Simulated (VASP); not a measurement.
# GaP (F-43m) in VASP: further runs, part 2 of 2

VASP 6.6.1.

## Step 3: Single point, PBE

Input file INCAR:

```
  ALGO = Normal
  EDIFF = 1E-6
  ENCUT = 500
  GGA = PE
  GGA_COMPAT = False
  ISIF = 2
  ISMEAR = 0
  LASPH = True
  LCHARG = True
  LELF = True
  LREAL = False
  LVHAR = True
  LWAVE = False
  NBANDS = 26
  NELM = 120
  PREC = Accurate
  SIGMA = 0.02
```

Input file KPOINTS:

```
k-points
0
Gamma
  8 6 8
```

Input file POSCAR:

```
GaP
1.0
    3.8937583037      0.0000000000      0.0000000000
    0.0000000000      5.5066057869      0.0000000000
    0.0000000000      0.0000000000      3.8937583037
Ga P
2 2
Direct
    0.0000000000      0.0000000000      0.0000000000
    0.5000000000      0.5000000000      0.5000000000
    0.5000000000      0.2500000000      0.0000000000
    0.0000000000      0.7500000000      0.5000000000
```

Potentials or basis: VASP PAW PBE potentials, release 64 (Ga_d, P).

Command:

```bash
$ cat potpaw_PBE.64/Ga_d/POTCAR potpaw_PBE.64/P/POTCAR > POTCAR
$ mpirun -np 1 vasp_std > vasp.out
```

OUTCAR:

```text
EDIFF = 1E-6
   ENCUT = 500
   GGA = PE
   ISIF = 2
   ISMEAR = 0
   LASPH = True
   LREAL = False
   NELM = 120
   PREC = Accurate

 ion  position               nearest neighbor table
   1  0.000  0.000  0.000-   3 2.38   4 2.38   4 2.38   3 2.38
   2  0.500  0.500  0.500-   3 2.38   4 2.38   3 2.38   4 2.38
   3  0.500  0.250  0.000-   1 2.38   2 2.38   2 2.38   1 2.38
   4  0.000  0.750  0.500-   1 2.38   2 2.38   1 2.38   2 2.38

  LATTYP: Found a simple tetragonal cell.
 ALAT       =     3.8937583037
 C/A-ratio  =     1.4142135586

  Lattice vectors:

 A1 = (  -3.8937583037,   0.0000000000,   0.0000000000)
 A2 = (   0.0000000000,   0.0000000000,   3.8937583037)
 A3 = (   0.0000000000,   5.5066057869,   0.0000000000)

Analysis of symmetry for initial positions (statically):
=====================================================================
 Subroutine PRICEL returns following result:

  LATTYP: Found a face centered cubic cell.
 ALAT       =     5.5066057943

  Lattice vectors:

 A1 = (  -1.9468791519,   2.7533028934,   1.9468791519)
 A2 = (  -0.0000000000,   0.0000000000,   3.8937583037)
 A3 = (   1.9468791518,   2.7533028935,   1.9468791518)

   2 primitive cells build up your supercell.

 Routine SETGRP: Setting up the symmetry group for a
 simple tetragonal supercell.

 Subroutine GETGRP returns: Found  8 space group operations
 (whereof  8 operations were pure point group operations)
 out of a pool of 16 trial point group operations.

The static configuration has the point symmetry D_2d.

Analysis of symmetry for dynamics (positions and initial velocities):
=====================================================================
 Subroutine PRICEL returns following result:

  LATTYP: Found a face centered cubic cell.
[... 132 lines left out ...]
   ISMEAR =     0;   SIGMA  =   0.02  broadening in eV -4-tet -1-fermi 0-gaus
   EFERMI_NEDOS =   21; number of points for ismear=-14 and -15
   IALGO  =     38    algorithm
   IMIX   =      4    mixing-type and parameters
     AMIX     =   0.40;   BMIX     =  1.00
     AMIX_MAG =   1.60;   BMIX_MAG =  1.00
  volume/ion in A,a.u.               =      20.87       140.85
  Fermi-wavevector in a.u.,A,eV,Ry     =   1.236806  2.337225 20.812692  1.529690
  Thomas-Fermi vector in A             =   2.371400
   LORBIT       =      0    0 simple, 1 ext, 2 COOP (PROOUT), +10 PAW based schemes
   GGA     = PE    functional components
   LHFCALC =     F    Hartree Fock is set to
   AEXX    =    0.0000 exact exchange contribution
   IVDW    =     0    specifies the selected vdW correction
   LEPSILON=     F    determine dielectric tensor
   LRPA    =     F    only Hartree local field effects (RPA)
 non-spin polarized calculation
 Gauss-broadening in eV      SIGMA  =   0.02
  energy-cutoff  :      500.00
  volume of cell :       83.49
 maximum number of plane-waves:      2144
   NGX = 15   NGY = 21   NGZ = 15

 number of electron      35.9999975 magnetization

 Free energy of the ion-electron system (eV)
  ---------------------------------------------------
  ext. energy  EPLUGINS =         0.00000000
  ---------------------------------------------------
  free energy    TOTEN  =       -18.25417396 eV

  energy without entropy =      -18.25417396  energy(sigma->0) =      -18.25417396

 E-fermi :   4.4434     XC(G=0):  -9.6940

 val. band max:        4.3428451578   @ k =   0.0000   0.0000   0.0000
 cond. band min:       5.9163345001   @ k =   0.0000   0.0000   0.0000
 fundamental gap:      1.5734893422
 Fermi energy:         4.4434284177

 k-point     1 :       0.0000    0.0000    0.0000
  band No.  band energies     occupation
      1     -10.2643      2.00000
      2     -10.1585      2.00000
      3     -10.1585      2.00000
      4     -10.1584      2.00000
      5     -10.0997      2.00000
      6     -10.0997      2.00000
[... 685 lines left out ...]
     25      11.8468      0.00000
     26      11.8468      0.00000

 [... further k-points ...]

------------------------ aborting loop because EDIFF is reached ----------------------------------------

  FORCE on cell =-STRESS in cart. coord.  units (eV):
  Direction    XX          YY          ZZ          XY          YZ          ZX
  --------------------------------------------------------------------------------------
  -------------------------------------------------------------------------------------
  Total       -0.0270251     -0.0416163     -0.0270251      0.0000000     -0.0000000      0.0000000
  in kB       -0.5186284     -0.7986424     -0.5186284      0.0000000     -0.0000000      0.0000000
  external PRESSURE =      -0.6119664 kB  Pullay stress =       0.0000000 kB

 VOLUME and BASIS-vectors are now :
 -----------------------------------------------------------------------------
  energy-cutoff  :      500.00
  volume of cell :       83.49
      direct lattice vectors                 reciprocal lattice vectors
     3.893758304  0.000000000  0.000000000     0.256821282  0.000000000  0.000000000
     0.000000000  5.506605787  0.000000000     0.000000000  0.181600071  0.000000000
     0.000000000  0.000000000  3.893758304     0.000000000  0.000000000  0.256821282

 POSITION                                       TOTAL-FORCE (eV/Angst)
 -----------------------------------------------------------------------------------
      0.00000      0.00000      0.00000        -0.000000     -0.000000     -0.000000
      1.94688      2.75330      1.94688         0.000000     -0.000000      0.000000
      1.94688      1.37665      0.00000        -0.000000      0.000000      0.000000
      0.00000      4.12995      1.94688        -0.000000      0.000000      0.000000
 -----------------------------------------------------------------------------------
    total drift:                                0.000000      0.000003      0.000000

  FREE ENERGIE OF THE ION-ELECTRON SYSTEM (eV)
  ---------------------------------------------------
  free  energy   TOTEN  =       -18.2541739622 eV

  energy  without entropy=      -18.2541739622  energy(sigma->0) =      -18.25417396
```

stdout:

```text
POSCAR found type information on POSCAR GaP
 POSCAR found :  2 types and       4 ions
 scaLAPACK will be used
 LDA part: xc-table for (Slater+PW92), standard interpolation
 POSCAR, INCAR and KPOINTS ok, starting setup
 FFT: planning ... GRIDC
 FFT: planning ... GRID_SOFT
 FFT: planning ... GRID
 WAVECAR not read
 entering main loop
```

It took 2.3 min on 1 thread of Intel Xeon 8259CL, shared host; peak memory 0.24 GiB.

Results:

| Quantity | Value |
| --- | --- |
| Free energy | -18.2542 eV |
| Pressure | -0.1 GPa |
| Band gap on the k mesh | 1.57 eV |

A k mesh can miss the band edges.

## Step 4: Single point, PBE

Input file INCAR:

```
SYSTEM = GaP
  ALGO = Normal
  EDIFF = 1E-6
  ENCUT = 500
  GGA = PE
  GGA_COMPAT = .False.
  ISIF = 2
  ISMEAR = 0
  LASPH = .True.
  LCHARG = .False.
  LREAL = .False.
  LWAVE = .False.
  NBANDS = 26
  NELM = 120
  PREC = Accurate
  SIGMA = 0.02
```

Input file KPOINTS:

```
k-points
0
Gamma
  8 6 8
  0 0 0
```

Input file POSCAR:

```
GaP
1.0
    3.8937583037      0.0000000000      0.0000000000
    0.0000000000      5.5066057869      0.0000000000
    0.0000000000      0.0000000000      3.8937583037
Ga P
2 2
Direct
    0.0000000000      0.0000000000      0.0000000000
    0.5000000000      0.5000000000      0.4999921000
    0.5000000000      0.2500000000      0.0000000000
    0.0000000000      0.7500000000      0.4999921000
```

Potentials or basis: VASP PAW PBE potentials, release 64 (Ga_d, P).

Command:

```bash
$ cat potpaw_PBE.64/Ga_d/POTCAR potpaw_PBE.64/P/POTCAR > POTCAR
$ mpirun -np 1 vasp_std > vasp.out
```

OUTCAR:

```text
SYSTEM = GaP
   EDIFF = 1E-6
   ENCUT = 500
   GGA = PE
   ISIF = 2
   ISMEAR = 0
   LASPH = .True.
   LREAL = .False.
   NELM = 120
   PREC = Accurate

 ion  position               nearest neighbor table
   1  0.000  0.000  0.000-   4 2.38   3 2.38   3 2.38   4 2.38
   2  0.500  0.500  0.500-   3 2.38   4 2.38   4 2.38   3 2.38
   3  0.500  0.250  0.000-   2 2.38   1 2.38   1 2.38   2 2.38
   4  0.000  0.750  0.500-   1 2.38   2 2.38   2 2.38   1 2.38

  LATTYP: Found a simple tetragonal cell.
[... 895 lines left out ...]

  FORCE on cell =-STRESS in cart. coord.  units (eV):
  Direction    XX          YY          ZZ          XY          YZ          ZX
  --------------------------------------------------------------------------------------
  -------------------------------------------------------------------------------------
  Total       -0.0269376     -0.0415148     -0.0269376      0.0000000      0.0000000      0.0000000
  in kB       -0.5169492     -0.7966943     -0.5169492      0.0000000      0.0000000      0.0000000
  external PRESSURE =      -0.6101976 kB  Pullay stress =       0.0000000 kB

 VOLUME and BASIS-vectors are now :
 -----------------------------------------------------------------------------
  energy-cutoff  :      500.00
  volume of cell :       83.49
      direct lattice vectors                 reciprocal lattice vectors
     3.893758304  0.000000000  0.000000000     0.256821282  0.000000000  0.000000000
     0.000000000  5.506605787  0.000000000     0.000000000  0.181600071  0.000000000
     0.000000000  0.000000000  3.893758304     0.000000000  0.000000000  0.256821282

 POSITION                                       TOTAL-FORCE (eV/Angst)
 -----------------------------------------------------------------------------------
      0.00000      0.00000      0.00000         0.000000     -0.000108     -0.003539
      1.94688      2.75330      1.94685         0.000000      0.000108      0.003539
      1.94688      1.37665      0.00000         0.000000      0.000588     -0.004055
      0.00000      4.12995      1.94685         0.000000     -0.000588      0.004055
 -----------------------------------------------------------------------------------
    total drift:                                0.000000      0.000003      0.014312

  FREE ENERGIE OF THE ION-ELECTRON SYSTEM (eV)
  ---------------------------------------------------
  free  energy   TOTEN  =       -18.2541753561 eV

  energy  without entropy=      -18.2541753561  energy(sigma->0) =      -18.25417536
```

OSZICAR:

```text
N       E                     dE             d eps       ncg     rms          rms(c)
DAV:   1     0.231338845927E+03    0.23134E+03   -0.17029E+04  3306   0.196E+03
DAV:   2     0.862798891194E+01   -0.22271E+03   -0.21357E+03  3346   0.418E+02
DAV:   3    -0.178944166896E+02   -0.26522E+02   -0.26156E+02  3928   0.118E+02
DAV:   4    -0.187477049857E+02   -0.85329E+00   -0.85087E+00  3630   0.216E+01
DAV:   5    -0.187730731298E+02   -0.25368E-01   -0.25345E-01  4220   0.344E+00    0.584E+00
DAV:   6    -0.182958423210E+02    0.47723E+00   -0.84299E-01  4474   0.124E+01    0.353E+00
DAV:   7    -0.182528934451E+02    0.42949E-01   -0.36077E-01  3648   0.297E+00    0.156E+00
DAV:   8    -0.182548309099E+02   -0.19375E-02   -0.64657E-02  3888   0.320E+00    0.165E-01
DAV:   9    -0.182537684447E+02    0.10625E-02   -0.10309E-02  4008   0.175E+00    0.587E-02
DAV:  10    -0.182540489515E+02   -0.28051E-03   -0.12551E-03  3560   0.278E-01    0.303E-02
DAV:  11    -0.182541746981E+02   -0.12575E-03   -0.22366E-04  3642   0.830E-02    0.246E-02
DAV:  12    -0.182541759671E+02   -0.12690E-05   -0.85922E-06  4472   0.362E-02    0.155E-02
DAV:  13    -0.182541753561E+02    0.61097E-06   -0.32693E-06  3058   0.192E-02
   1 F= -.18254175E+02 E0= -.18254175E+02  d E =-.770145E-15
```

stdout:

```text
POSCAR found type information on POSCAR GaP
 POSCAR found :  2 types and       4 ions
 scaLAPACK will be used
 LDA part: xc-table for (Slater+PW92), standard interpolation
 POSCAR, INCAR and KPOINTS ok, starting setup
 FFT: planning ... GRIDC
 FFT: planning ... GRID_SOFT
 FFT: planning ... GRID
 WAVECAR not read
 entering main loop
```

Wall time 2.2 min (1 thread of Intel Xeon 8259CL, shared host); peak memory 0.24 GiB.

Results:

```yaml
Free_energy: -18.2542 eV
Pressure: -0.1 GPa
Band_gap_on_the_k_mesh: 1.57 eV
```
